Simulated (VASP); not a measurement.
# Hf (Pm-3m) in VASP: a series of runs

Hf is run at these levels: BLYP; tasks: single point.

All numbers are computed with VASP 6.6.1; they aren't measurements. Logs are shortened: lines on timing, memory, paths and dates and some standing lists are left out, and cuts for length are marked.

### 1 The cell of the first run

Symmetry: Pm-3m, No. 221, cubic system. The conventional cell has a = 2.916 Å, b = 2.916 Å, c = 2.916 Å, α = 90.00°, β = 90.00°, γ = 90.00°. Hf (site symmetry m-3m) has 6 Hf at 2.92 Å within 3.8 Å.

### 2 Single point, BLYP (volume scaled by 0.96)

The input, INCAR:

```
SYSTEM = Hf
AGGAC = 1.0
AGGAX = 1.0
ALDAC = 0.0
ALDAX = 1.0
ALGO = Normal
EDIFF = 1E-6
ENCUT = 520
GGA = B5
ISIF = 2
ISMEAR = -1
LASPH = .TRUE.
LCHARG = .FALSE.
LREAL = .FALSE.
LWAVE = .FALSE.
NBANDS = 11
NELM = 100
PREC = Accurate
SIGMA = 0.1
```

The input, KPOINTS:

```
k-points
0
G
  12 12 12
  0 0 0
```

The input, POSCAR:

```
Hf
1.0
    2.9155573745      0.0000000000      0.0000000000
    0.0000000000      2.9155573745      0.0000000000
    0.0000000000      0.0000000000      2.9155573745
Hf
1
Direct
    0.0000000000      0.0000000000      0.0000000000
```

Potentials or basis: VASP PAW PBE potentials, release 64 (Hf_pv).

On the command line:

```sh
cat potpaw_PBE.64/Hf_pv/POTCAR > POTCAR
mpirun -np 1 vasp_std > vasp.out
```

OUTCAR:

```text
SYSTEM = Hf
   EDIFF = 1E-6
   ENCUT = 520
   GGA = B5
   ISIF = 2
   ISMEAR = -1
   LASPH = .TRUE.
   LREAL = .FALSE.
   NELM = 100
   PREC = Accurate

 ion  position               nearest neighbor table
   1  0.000  0.000  0.000-

  LATTYP: Found a simple cubic cell.
 ALAT       =     2.9155573745

  Lattice vectors:

 A1 = (   2.9155573745,   0.0000000000,   0.0000000000)
 A2 = (   0.0000000000,   2.9155573745,   0.0000000000)
 A3 = (   0.0000000000,   0.0000000000,   2.9155573745)

Analysis of symmetry for initial positions (statically):
=====================================================================
 Subroutine PRICEL returns:
 Original cell was already a primitive cell.

 Routine SETGRP: Setting up the symmetry group for a
 simple cubic supercell.

 Subroutine GETGRP returns: Found 48 space group operations
 (whereof 48 operations were pure point group operations)
 out of a pool of 48 trial point group operations.

The static configuration has the point symmetry O_h .

Analysis of symmetry for dynamics (positions and initial velocities):
=====================================================================
 Subroutine PRICEL returns:
 Original cell was already a primitive cell.

 Routine SETGRP: Setting up the symmetry group for a
 simple cubic supercell.

 Subroutine GETGRP returns: Found 48 space group operations
 (whereof 48 operations were pure point group operations)
 out of a pool of 48 trial point group operations.

The dynamic configuration has the point symmetry O_h .

 Subroutine INISYM returns: Found 48 space group operations
 (whereof 48 operations are pure point group operations),
 and found     1 'primitive' translations

----------------------------------------------------------------------------------------

                                     Primitive cell

  volume of cell :      24.7836

  direct lattice vectors                    reciprocal lattice vectors
     2.915557375  0.000000000  0.000000000     0.342987591  0.000000000  0.000000000
     0.000000000  2.915557375  0.000000000     0.000000000  0.342987591  0.000000000
     0.000000000  0.000000000  2.915557375     0.000000000  0.000000000  0.342987591

  length of vectors
     2.915557375  2.915557375  2.915557375     0.342987591  0.342987591  0.342987591

  position of ions in fractional coordinates (direct lattice)
     0.000000000  0.000000000  0.000000000

  ion indices of the primitive-cell ions
   primitive index   ion index
                 1           1

----------------------------------------------------------------------------------------

 KPOINTS: k-points

Automatic generation of k-mesh.
 Grid dimensions read from file:
 generate k-points for:   12   12   12

 Generating k-lattice:

  Cartesian coordinates                     Fractional coordinates (reciprocal lattice)
     0.028582299  0.000000000  0.000000000     0.083333333  0.000000000  0.000000000
     0.000000000  0.028582299  0.000000000     0.000000000  0.083333333  0.000000000
     0.000000000  0.000000000  0.028582299     0.000000000  0.000000000  0.083333333

  Length of vectors
     0.028582299  0.028582299  0.028582299

  Shift w.r.t. Gamma in fractional coordinates (k-lattice)
     0.000000000  0.000000000  0.000000000

 Subroutine IBZKPT returns following result:
 ===========================================

 Found     84 irreducible k-points:

 Following reciprocal coordinates:
            Coordinates               Weight
  0.000000  0.000000  0.000000      1.000000
  0.083333  0.000000  0.000000      6.000000
  0.166667  0.000000  0.000000      6.000000
  0.250000  0.000000  0.000000      6.000000
  0.333333  0.000000  0.000000      6.000000
  0.416667  0.000000  0.000000      6.000000
[... 16 lines left out ...]
  0.333333  0.333333  0.000000     12.000000
  0.416667  0.333333  0.000000     24.000000
 [... further k-points ...]
   k-points           NKPTS =     84   k-points in BZ     NKDIM =     84   number of bands    NBANDS=     11
   number of dos      NEDOS =    301   number of ions     NIONS =      1
   total plane-waves  NPLWV =  13824
   dimension x,y,z NGX =    24 NGY =   24 NGZ =   24
   dimension x,y,z NGXF=    48 NGYF=   48 NGZF=   48
   ions per type =               1
   NGX,Y,Z   is equivalent  to a cutoff of  13.68, 13.68, 13.68 a.u.
   NGXF,Y,Z  is equivalent  to a cutoff of  27.37, 27.37, 27.37 a.u.
 SYSTEM =  Hf
   PREC   = accura    normal or accurate (medium, high low for compatibility)
   ISTART =      0    job   : 0-new  1-cont  2-samecut
   ICHARG =      2    charge: 1-file 2-atom 10-const
   ISPIN  =      1    spin polarized calculation?
   LNONCOLLINEAR =      F non collinear calculations
   LSORBIT =      F    spin-orbit coupling
   LASPH  =      T    aspherical Exc in radial PAW
   ENCUT  =  520.0 eV  38.22 Ry    6.18 a.u.   5.42  5.42  5.42*2*pi/ulx,y,z
   NELM   =    100;   NELMIN=  2; NELMDL= -5     # of ELM steps
   EDIFF  = 0.1E-05   stopping-criterion for ELM
   LREAL  =      F    real-space projection
   EDIFFG = 0.1E-04   stopping-criterion for IOM
   NSW    =      0    number of steps for IOM
   IBRION =     -1    ionic relax: 0-MD 1-quasi-New 2-CG
   NFREE  =      0    steps in history (QN), initial steepest desc. (CG)
   ISIF   =      2    stress and relaxation
   ISYM   =      2    0-nonsym 1-usesym 2-fastsym
   POTIM  = 0.5000    time-step for ionic-motion
   TEBEG  =    0.0;   TEEND  =   0.0 temperature during run
   PSTRESS=    0.0 pullay stress
   NELECT =      10.0000    total number of electrons
   NUPDOWN=      -1.0000    fix difference up-down
   EMIN   =  10.00;   EMAX   =-10.00  energy-range for DOS
   EFERMI =   0.00;   METHOD = LEGACY
   ISMEAR =    -1;   SIGMA  =   0.10  broadening in eV -4-tet -1-fermi 0-gaus
   EFERMI_NEDOS =   21; number of points for ismear=-14 and -15
   IALGO  =     38    algorithm
   IMIX   =      4    mixing-type and parameters
     AMIX     =   0.40;   BMIX     =  1.00
     AMIX_MAG =   1.60;   BMIX_MAG =  1.00
  volume/ion in A,a.u.               =      24.78       167.25
  Fermi-wavevector in a.u.,A,eV,Ry     =   1.209725  2.286048 19.911229  1.463434
  Thomas-Fermi vector in A             =   2.345293
   LORBIT       =      0    0 simple, 1 ext, 2 COOP (PROOUT), +10 PAW based schemes
   GGA     = B5    functional components
   LHFCALC =     F    Hartree Fock is set to
   AEXX    =    0.0000 exact exchange contribution
   IVDW    =     0    specifies the selected vdW correction
   LEPSILON=     F    determine dielectric tensor
   LRPA    =     F    only Hartree local field effects (RPA)
 non-spin polarized calculation
  energy-cutoff  :      520.00
  volume of cell :       24.78
 maximum number of plane-waves:       691
 NGX is ok and might be reduce to    24
   NGX = 11   NGY = 11   NGZ = 11

 number of electron      10.0000004 magnetization

 Free energy of the ion-electron system (eV)
  ---------------------------------------------------
  ext. energy  EPLUGINS =         0.00000000
  ---------------------------------------------------
  free energy    TOTEN  =        -7.73912893 eV

  energy without entropy =       -7.68204660  energy(sigma->0) =       -7.71058777

 E-fermi :   4.3313     XC(G=0): -10.1185

 val. band max:        4.2709538276   @ k =   0.5000   0.3333   0.1667
 cond. band min:       4.3329734010   @ k =   0.2500   0.1667   0.1667
 fundamental gap:      0.0620195734
 Fermi energy:         4.3313034109

 k-point     1 :       0.0000    0.0000    0.0000
  band No.  band energies     occupation
      1     -25.5234      2.00000
      2     -25.5234      2.00000
      3     -25.5234      2.00000
      4      -2.0122      2.00000
      5       2.8389      2.00000
      6       2.8389      2.00000
      7      10.6388      0.00000
      8      10.6388      0.00000
      9      10.6388      0.00000
     10      16.7841      0.00000
     11      17.2932      0.00000

 k-point     2 :       0.0833    0.0000    0.0000
  band No.  band energies     occupation
      1     -25.5906      2.00000
      2     -25.5178      2.00000
      3     -25.5178      2.00000
      4      -1.8302      2.00000
      5       2.8905      2.00000
      6       3.0111      2.00000
      7      10.2847      0.00000
      8      10.2847      0.00000
      9      10.6621      0.00000
     10      16.3397      0.00000
     11      16.8063      0.00000

 k-point     3 :       0.1667    0.0000    0.0000
  band No.  band energies     occupation
      1     -25.7705      2.00000
      2     -25.5025      2.00000
      3     -25.5025      2.00000
      4      -1.3262      2.00000
      5       3.0357      2.00000
      6       3.4897      1.99956
      7       9.4837      0.00000
      8       9.4837      0.00000
      9      10.7264      0.00000
     10      14.7508      0.00000
     11      16.7977      0.00000

 k-point     4 :       0.2500    0.0000    0.0000
  band No.  band energies     occupation
      1     -26.0085      2.00000
      2     -25.4816      2.00000
      3     -25.4816      2.00000
      4      -0.6062      2.00000
      5       3.2454      1.99996
      6       4.1178      1.78853
      7       8.6178      0.00000
      8       8.6179      0.00000
      9      10.8159      0.00000
     10      13.4685      0.00000
     11      16.7970      0.00000

 k-point     5 :       0.3333    0.0000    0.0000
  band No.  band energies     occupation
      1     -26.2381      2.00000
      2     -25.4605      2.00000
      3     -25.4605      2.00000
      4       0.1966      2.00000
      5       3.4703      1.99964
      6       4.5666      0.17366
      7       7.9033      0.00000
      8       7.9033      0.00000
      9      10.9075      0.00000
     10      12.9688      0.00000
     11      16.7972      0.00000
[... 211 lines left out ...]
 k-point    21 :       0.4167    0.2500    0.0000
  band No.  band energies     occupation
      1     -26.3398      2.00000
      2     -25.9085      2.00000
      3     -25.4051      2.00000
      4       2.0868      2.00000
      5       3.2272      1.99997
      6       5.4795      0.00002
      7       7.7692      0.00000
      8       7.8216      0.00000
      9       9.2133      0.00000
     10      13.7286      0.00000
     11      16.7548      0.00000

 k-point    22 :       0.5000    0.2500    0.0000
  band No.  band energies     occupation
      1     -26.3973      2.00000
      2     -25.9014      2.00000
      3     -25.3996      2.00000
      4       2.6258      2.00000
      5       2.7636      2.00000
      6       5.4615      0.00002
      7       7.6188      0.00000
      8       8.1687      0.00000
      9       9.2510      0.00000
     10      13.6688      0.00000
     11      16.7712      0.00000

 k-point    23 :       0.3333    0.3333    0.0000
  band No.  band energies     occupation
      1     -26.1606      2.00000
      2     -26.1404      2.00000
      3     -25.3999      2.00000
      4       1.8843      2.00000
      5       3.2992      1.99993
      6       6.7431      0.00000
      7       6.9750      0.00000
      8       8.2610      0.00000
      9       8.5430      0.00000
     10      14.1300      0.00000
     11      16.0124      0.00000

 k-point    24 :       0.4167    0.3333    0.0000
  band No.  band energies     occupation
      1     -26.3088      2.00000
      2     -26.1286      2.00000
      3     -25.3851      2.00000
      4       2.0942      2.00000
      5       3.1555      1.99998
      6       6.8742      0.00000
      7       7.9437      0.00000
      8       8.0426      0.00000
      9       8.5425      0.00000
     10      13.6292      0.00000
     11      16.4733      0.00000

 [... further k-points ...]

------------------------ aborting loop because EDIFF is reached ----------------------------------------

  FORCE on cell =-STRESS in cart. coord.  units (eV):
  Direction    XX          YY          ZZ          XY          YZ          ZX
  --------------------------------------------------------------------------------------
  -------------------------------------------------------------------------------------
  Total        0.4841265      0.4841265      0.4841265      0.0000000      0.0000000     -0.0000000
  in kB       31.2971410     31.2971410     31.2971410      0.0000000      0.0000000     -0.0000000
  external PRESSURE =      31.2971410 kB  Pullay stress =       0.0000000 kB

 VOLUME and BASIS-vectors are now :
 -----------------------------------------------------------------------------
  energy-cutoff  :      520.00
  volume of cell :       24.78
      direct lattice vectors                 reciprocal lattice vectors
     2.915557375  0.000000000  0.000000000     0.342987591  0.000000000  0.000000000
     0.000000000  2.915557375  0.000000000     0.000000000  0.342987591  0.000000000
     0.000000000  0.000000000  2.915557375     0.000000000  0.000000000  0.342987591

 POSITION                                       TOTAL-FORCE (eV/Angst)
 -----------------------------------------------------------------------------------
      0.00000      0.00000      0.00000         0.000000      0.000000      0.000000
 -----------------------------------------------------------------------------------
    total drift:                                0.000000     -0.000000      0.000000

  FREE ENERGIE OF THE ION-ELECTRON SYSTEM (eV)
  ---------------------------------------------------
  free  energy   TOTEN  =        -7.7391289257 eV

  energy  without entropy=       -7.6820466044  energy(sigma->0) =       -7.71058777
```

Run time: 21 s. Hardware: 1 thread of Intel Xeon 8259CL, shared host; peak memory 0.15 GiB.

What came out:

```yaml
Free_energy: -7.7391 eV
Pressure: 3.1 GPa
Band_gap_on_the_k_mesh: zero (band 5 reaches 5.21 eV, above the bottom of band 6 at 2.84 eV)
```

Caveat: the cell differs from its parent crystal (volume scaled by 0.96); the PAW data sets were made with another functional, which shifts forces and pressure a little; spin-orbit coupling is left out, which moves the levels of the heavy elements.

### 3 Single point, BLYP

This run uses another cell than the first one, of 25.82 Å³/atom, 1.042 times its volume.

The input, INCAR:

```
SYSTEM = Hf
PREC = Accurate
ENCUT = 520
EDIFF = 1E-6
ISMEAR = -1
SIGMA = 0.1
LREAL = .FALSE.
LASPH = .TRUE.
NELM = 100
ALGO = Normal
ISIF = 2
LWAVE = .FALSE.
LCHARG = .FALSE.
GGA = B5
ALDAX = 1.0
AGGAX = 1.0
AGGAC = 1.0
ALDAC = 0.0
NBANDS = 11
```

The input, KPOINTS:

```
regular mesh
0
G
  12 12 12
  0 0 0
```

The input, POSCAR:

```
Hf
1.0
    2.9555014802      0.0000000000      0.0000000000
    0.0000000000      2.9555014802      0.0000000000
    0.0000000000      0.0000000000      2.9555014802
Hf
1
Direct
    0.0000000000      0.0000000000      0.0000000000
```

Potentials or basis: VASP PAW PBE potentials, release 64 (Hf_pv).

On the command line:

```sh
cat potpaw_PBE.64/Hf_pv/POTCAR > POTCAR
mpirun -np 1 vasp_std > vasp.out
```

Run time: 24 s. Hardware: 1 thread of Intel Xeon 8259CL, shared host; peak memory 0.15 GiB.

It converged, with:

```yaml
Free_energy: -7.7493 eV
Pressure: 0.1 GPa
Band_gap_on_the_k_mesh: zero (band 5 reaches 4.92 eV, above the bottom of band 6 at 2.67 eV)
```

Levels at points of the mesh, in eV from the Fermi level:
| k point | band 2 | band 3 | band 4 | band 5 | band 6 | band 7 | band 8 | band 9 |
| --- | --- | --- | --- | --- | --- | --- | --- | --- |
| (0.00, 0.00, 0.00) | -29.97 | -29.97 | -6.22 | -1.40 | -1.40 | 6.03 | 6.03 | 6.03 |
| (0.50, 0.00, 0.00) | -29.90 | -29.90 | -3.08 | -0.57 | 0.11 | 2.87 | 2.87 | 6.37 |
| (0.50, 0.50, 0.00) | -30.69 | -29.83 | -2.59 | -0.71 | 3.53 | 3.53 | 4.36 | 4.36 |
| (0.50, 0.50, 0.50) | -30.59 | -30.59 | -1.17 | -1.17 | -1.17 | 7.23 | 8.36 | 8.36 |

Caveat: the PAW data sets were made with another functional, which shifts forces and pressure a little; spin-orbit coupling is left out, which moves the levels of the heavy elements.
